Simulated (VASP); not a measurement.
# LiF (Fm-3m) in VASP: notebook

Runs on LiF. Level: LDA. Tasks: single point, relaxation of cell and atoms.

Program: VASP 6.6.1. These are calculated values, not measurements. Logs are shortened: lines on timing, memory, paths and dates and some standing lists are left out, and cuts for length are marked.

## 1. The cell of the first run

The structure is cubic, space group Fm-3m (No. 225). Conventional cell: a = 3.909 Å, b = 3.909 Å, c = 3.909 Å, α = 90.00°, β = 90.00°, γ = 90.00°. Li (site symmetry m-3m) has 6 F at 1.95 Å within 2.6 Å. F (site symmetry m-3m) has 6 Li at 1.95 Å within 2.6 Å.

## 2. Single point, LDA

Input file INCAR:

```
PREC = Accurate ; ENCUT = 520
EDIFF = 1E-7 ; ISMEAR = 1
SIGMA = 0.15 ; LREAL = False
LASPH = True ; NELM = 80
ALGO = Normal ; ISIF = 2
LWAVE = False ; LCHARG = False
NBANDS = 12
```

Input file KPOINTS:

```
regular mesh
0
Gamma
  10 10 10
```

Input file POSCAR:

```
LiF
1.0
    0.0000000000      1.9544540815      1.9544540815
    1.9544540815      0.0000000000      1.9544540815
    1.9544540815      1.9544540815      0.0000000000
Li F
1 1
Direct
    0.0000000000      0.0000000000      0.0000000000
    0.5000000000      0.5000000000      0.5000000000
```

Potentials or basis: VASP PAW LDA potentials, release 64 (Li_sv, F).

Started as:

```console
$ cat potpaw_LDA.64/Li_sv/POTCAR potpaw_LDA.64/F/POTCAR > POTCAR
$ mpirun -np 1 vasp_std > vasp.out
```

OUTCAR:

```text
PREC = Accurate
   ENCUT = 520
   EDIFF = 1E-7
   ISMEAR = 1
   LREAL = False
   LASPH = True
   NELM = 80
   ISIF = 2

 ion  position               nearest neighbor table
   1  0.000  0.000  0.000-   2 1.95   2 1.95   2 1.95   2 1.95   2 1.95   2 1.95
   2  0.500  0.500  0.500-   1 1.95   1 1.95   1 1.95   1 1.95   1 1.95   1 1.95

  LATTYP: Found a face centered cubic cell.
 ALAT       =     3.9089081630

  Lattice vectors:

 A1 = (   0.0000000000,   1.9544540815,   1.9544540815)
 A2 = (   1.9544540815,   0.0000000000,   1.9544540815)
 A3 = (   1.9544540815,   1.9544540815,   0.0000000000)

Analysis of symmetry for initial positions (statically):
=====================================================================
 Subroutine PRICEL returns:
 Original cell was already a primitive cell.

 Routine SETGRP: Setting up the symmetry group for a
 face centered cubic supercell.

 Subroutine GETGRP returns: Found 48 space group operations
 (whereof 48 operations were pure point group operations)
 out of a pool of 48 trial point group operations.

The static configuration has the point symmetry O_h .

Analysis of symmetry for dynamics (positions and initial velocities):
=====================================================================
 Subroutine PRICEL returns:
 Original cell was already a primitive cell.

 Routine SETGRP: Setting up the symmetry group for a
 face centered cubic supercell.

 Subroutine GETGRP returns: Found 48 space group operations
 (whereof 48 operations were pure point group operations)
 out of a pool of 48 trial point group operations.

The dynamic configuration has the point symmetry O_h .

 Subroutine INISYM returns: Found 48 space group operations
 (whereof 48 operations are pure point group operations),
 and found     1 'primitive' translations

----------------------------------------------------------------------------------------

                                     Primitive cell

  volume of cell :      14.9316

  direct lattice vectors                    reciprocal lattice vectors
     0.000000000  1.954454081  1.954454081    -0.255825913  0.255825913  0.255825913
     1.954454081  0.000000000  1.954454081     0.255825913 -0.255825913  0.255825913
     1.954454081  1.954454081  0.000000000     0.255825913  0.255825913 -0.255825913

  length of vectors
     2.764015469  2.764015469  2.764015469     0.443103479  0.443103479  0.443103479

  position of ions in fractional coordinates (direct lattice)
     0.000000000  0.000000000  0.000000000
     0.500000000  0.500000000  0.500000000

  ion indices of the primitive-cell ions
   primitive index   ion index
                 1           1
                 2           2

----------------------------------------------------------------------------------------

 KPOINTS: regular mesh

Automatic generation of k-mesh.
 Grid dimensions read from file:
 generate k-points for:   10   10   10

 Generating k-lattice:

  Cartesian coordinates                     Fractional coordinates (reciprocal lattice)
    -0.025582591  0.025582591  0.025582591     0.100000000  0.000000000  0.000000000
     0.025582591 -0.025582591  0.025582591     0.000000000  0.100000000  0.000000000
     0.025582591  0.025582591 -0.025582591     0.000000000  0.000000000  0.100000000

  Length of vectors
     0.044310348  0.044310348  0.044310348

  Shift w.r.t. Gamma in fractional coordinates (k-lattice)
     0.000000000  0.000000000  0.000000000

 Subroutine IBZKPT returns following result:
 ===========================================

 Found     47 irreducible k-points:

 Following reciprocal coordinates:
            Coordinates               Weight
  0.000000  0.000000  0.000000      1.000000
  0.100000  0.000000  0.000000      8.000000
  0.200000  0.000000  0.000000      8.000000
  0.300000  0.000000  0.000000      8.000000
  0.400000  0.000000  0.000000      8.000000
  0.500000  0.000000  0.000000      4.000000
[... 16 lines left out ...]
  0.300000  0.300000  0.000000      6.000000
  0.400000  0.300000  0.000000     24.000000
 [... further k-points ...]
   k-points           NKPTS =     47   k-points in BZ     NKDIM =     47   number of bands    NBANDS=     12
   number of dos      NEDOS =    301   number of ions     NIONS =      2
   total plane-waves  NPLWV =  13824
   dimension x,y,z NGX =    24 NGY =   24 NGZ =   24
   dimension x,y,z NGXF=    48 NGYF=   48 NGZF=   48
   ions per type =               1   1
   NGX,Y,Z   is equivalent  to a cutoff of  14.44, 14.44, 14.44 a.u.
   NGXF,Y,Z  is equivalent  to a cutoff of  28.87, 28.87, 28.87 a.u.
 SYSTEM =  unknown system
   PREC   = accura    normal or accurate (medium, high low for compatibility)
   ISTART =      0    job   : 0-new  1-cont  2-samecut
   ICHARG =      2    charge: 1-file 2-atom 10-const
   ISPIN  =      1    spin polarized calculation?
   LNONCOLLINEAR =      F non collinear calculations
   LSORBIT =      F    spin-orbit coupling
   LASPH  =      T    aspherical Exc in radial PAW
   ENCUT  =  520.0 eV  38.22 Ry    6.18 a.u.   5.14  5.14  5.14*2*pi/ulx,y,z
   NELM   =     80;   NELMIN=  2; NELMDL= -5     # of ELM steps
   EDIFF  = 0.1E-06   stopping-criterion for ELM
   LREAL  =      F    real-space projection
   EDIFFG = 0.1E-05   stopping-criterion for IOM
   NSW    =      0    number of steps for IOM
   IBRION =     -1    ionic relax: 0-MD 1-quasi-New 2-CG
   NFREE  =      0    steps in history (QN), initial steepest desc. (CG)
   ISIF   =      2    stress and relaxation
   ISYM   =      2    0-nonsym 1-usesym 2-fastsym
   POTIM  = 0.5000    time-step for ionic-motion
   TEBEG  =    0.0;   TEEND  =   0.0 temperature during run
   PSTRESS=    0.0 pullay stress
   NELECT =      10.0000    total number of electrons
   NUPDOWN=      -1.0000    fix difference up-down
   EMIN   =  10.00;   EMAX   =-10.00  energy-range for DOS
   EFERMI =   0.00;   METHOD = LEGACY
   ISMEAR =     1;   SIGMA  =   0.15  broadening in eV -4-tet -1-fermi 0-gaus
   EFERMI_NEDOS =   21; number of points for ismear=-14 and -15
   IALGO  =     38    algorithm
   IMIX   =      4    mixing-type and parameters
     AMIX     =   0.40;   BMIX     =  1.00
     AMIX_MAG =   1.60;   BMIX_MAG =  1.00
  volume/ion in A,a.u.               =       7.47        50.38
  Fermi-wavevector in a.u.,A,eV,Ry     =   1.432318  2.706688 27.912815  2.051534
  Thomas-Fermi vector in A             =   2.551958
   LORBIT       =      0    0 simple, 1 ext, 2 COOP (PROOUT), +10 PAW based schemes
   GGA     = CA    functional components
   LHFCALC =     F    Hartree Fock is set to
   AEXX    =    0.0000 exact exchange contribution
   IVDW    =     0    specifies the selected vdW correction
   LEPSILON=     F    determine dielectric tensor
   LRPA    =     F    only Hartree local field effects (RPA)
 non-spin polarized calculation
 Methfessel and Paxton  Order N= 1 SIGMA  =   0.15
  energy-cutoff  :      520.00
  volume of cell :       14.93
 maximum number of plane-waves:       411
 NGX is ok and might be reduce to    24
   NGX = 11   NGY = 11   NGZ = 11

 number of electron      10.0000006 magnetization

 Free energy of the ion-electron system (eV)
  ---------------------------------------------------
  ext. energy  EPLUGINS =         0.00000000
  ---------------------------------------------------
  free energy    TOTEN  =       -10.49942006 eV

  energy without entropy =      -10.50152921  energy(sigma->0) =      -10.50012311

 E-fermi :  -0.6449     XC(G=0): -11.1264

 val. band max:       -0.7091031618   @ k =   0.0000   0.0000   0.0000
 cond. band min:       8.9807167501   @ k =   0.0000   0.0000   0.0000
 fundamental gap:      9.6898199119
 Fermi energy:        -0.6448581158

 k-point     1 :       0.0000    0.0000    0.0000
  band No.  band energies     occupation
      1     -40.3034      2.00000
      2     -20.5382      2.00000
      3      -0.7091      1.65644
      4      -0.7091      1.65644
      5      -0.7091      1.65643
      6       8.9807      0.00000
      7      23.9197      0.00000
      8      23.9197      0.00000
      9      23.9197      0.00000
     10      24.0845      0.00000
     11      24.0845      0.00000
     12      24.0845      0.00000

 k-point     2 :       0.1000    0.0000    0.0000
  band No.  band energies     occupation
      1     -40.2936      2.00000
      2     -20.4925      2.00000
      3      -1.0316      2.00162
      4      -0.7359      1.84634
      5      -0.7359      1.84633
      6       9.2601      0.00000
      7      20.9696      0.00000
      8      22.5145      0.00000
      9      22.5145      0.00000
     10      25.2366      0.00000
     11      25.2366      0.00000
     12      25.3700      0.00000

 k-point     3 :       0.2000    0.0000    0.0000
  band No.  band energies     occupation
      1     -40.2682      2.00000
      2     -20.3704      2.00000
      3      -1.8088      2.00000
      4      -0.8044      2.06110
      5      -0.8044      2.06110
      6       9.8405      0.00000
      7      18.4528      0.00000
      8      20.9094      0.00000
      9      20.9094      0.00000
     10      26.4494      0.00000
     11      26.6610      0.00000
     12      26.6610      0.00000

 k-point     4 :       0.3000    0.0000    0.0000
  band No.  band energies     occupation
      1     -40.2371      2.00000
      2     -20.2124      2.00000
      3      -2.6770      2.00000
      4      -0.8859      2.04550
      5      -0.8859      2.04550
      6      10.2163      0.00000
      7      17.0943      0.00000
      8      19.5649      0.00000
      9      19.5649      0.00000
     10      27.9483      0.00000
     11      28.4925      0.00000
     12      28.4925      0.00000

 k-point     5 :       0.4000    0.0000    0.0000
  band No.  band energies     occupation
      1     -40.2118      2.00000
      2     -20.0771      2.00000
      3      -3.3296      2.00000
      4      -0.9493      2.01451
      5      -0.9493      2.01451
      6      10.2069      0.00000
      7      16.7491      0.00000
      8      18.6972      0.00000
      9      18.6972      0.00000
     10      29.6851      0.00000
     11      30.4312      0.00000
     12      30.4312      0.00000
[... 228 lines left out ...]
      1     -40.2041      2.00000
      2     -19.9870      2.00000
      3      -2.9895      2.00000
      4      -2.0718      2.00000
      5      -0.9925      2.00504
      6      11.5226      0.00000
      7      15.4912      0.00000
      8      18.9862      0.00000
      9      19.3950      0.00000
     10      29.1528      0.00000
     11      29.1770      0.00000
     12      29.7757      0.00000

 k-point    22 :      -0.2000    0.2000    0.0000
  band No.  band energies     occupation
      1     -40.2272      2.00000
      2     -20.1361      2.00000
      3      -2.5128      2.00000
      4      -1.7403      2.00000
      5      -0.8342      2.07050
      6      10.9865      0.00000
      7      16.1929      0.00000
      8      19.5705      0.00000
      9      19.7342      0.00000
     10      27.2115      0.00000
     11      27.7186      0.00000
     12      30.5135      0.00000

 k-point    23 :       0.3000    0.3000    0.0000
  band No.  band energies     occupation
      1     -40.2189      2.00000
      2     -20.0278      2.00000
      3      -2.8971      2.00000
      4      -1.4924      2.00000
      5      -1.4924      2.00000
      6      12.1176      0.00000
      7      17.2789      0.00000
      8      18.8581      0.00000
      9      20.2217      0.00000
     10      20.2217      0.00000
     11      35.0328      0.00000
     12      35.6158      0.00000

 k-point    24 :       0.4000    0.3000    0.0000
  band No.  band energies     occupation
      1     -40.2001      2.00000
      2     -19.8867      2.00000
      3      -3.3984      2.00000
      4      -1.7391      2.00000
      5      -1.6074      2.00000
      6      12.8939      0.00000
      7      16.1830      0.00000
      8      18.4131      0.00000
      9      19.9674      0.00000
     10      21.0627      0.00000
     11      35.0006      0.00000
     12      35.4330      0.00000

 [... further k-points ...]

------------------------ aborting loop because EDIFF is reached ----------------------------------------

  FORCE on cell =-STRESS in cart. coord.  units (eV):
  Direction    XX          YY          ZZ          XY          YZ          ZX
  --------------------------------------------------------------------------------------
  -------------------------------------------------------------------------------------
  Total       -0.0258251     -0.0258251     -0.0258251      0.0000000     -0.0000000      0.0000000
  in kB       -2.7710667     -2.7710667     -2.7710667      0.0000000     -0.0000000      0.0000000
  external PRESSURE =      -2.7710667 kB  Pullay stress =       0.0000000 kB

 VOLUME and BASIS-vectors are now :
 -----------------------------------------------------------------------------
  energy-cutoff  :      520.00
  volume of cell :       14.93
      direct lattice vectors                 reciprocal lattice vectors
     0.000000000  1.954454081  1.954454081    -0.255825913  0.255825913  0.255825913
     1.954454081  0.000000000  1.954454081     0.255825913 -0.255825913  0.255825913
     1.954454081  1.954454081  0.000000000     0.255825913  0.255825913 -0.255825913

 POSITION                                       TOTAL-FORCE (eV/Angst)
 -----------------------------------------------------------------------------------
      0.00000      0.00000      0.00000         0.000000      0.000000      0.000000
      1.95445      1.95445      1.95445        -0.000000     -0.000000      0.000000
 -----------------------------------------------------------------------------------
    total drift:                               -0.000000     -0.000000      0.000000

  FREE ENERGIE OF THE ION-ELECTRON SYSTEM (eV)
  ---------------------------------------------------
  free  energy   TOTEN  =       -10.4994200635 eV

  energy  without entropy=      -10.5015292125  energy(sigma->0) =      -10.50012311
```

Run time: 7.6 s. Hardware: 1 thread of Intel Xeon 8259CL, shared host; peak memory 0.12 GiB.

Results:

- Free energy: -10.4994 eV
- Band gap on the k mesh: 9.69 eV

Caveat: the cutoff is under 1.25 times the usual one of these potentials, so pressure, stress and relaxed cells hold a basis-set (Pulay) error.

(Continued in part 2 of 2.)
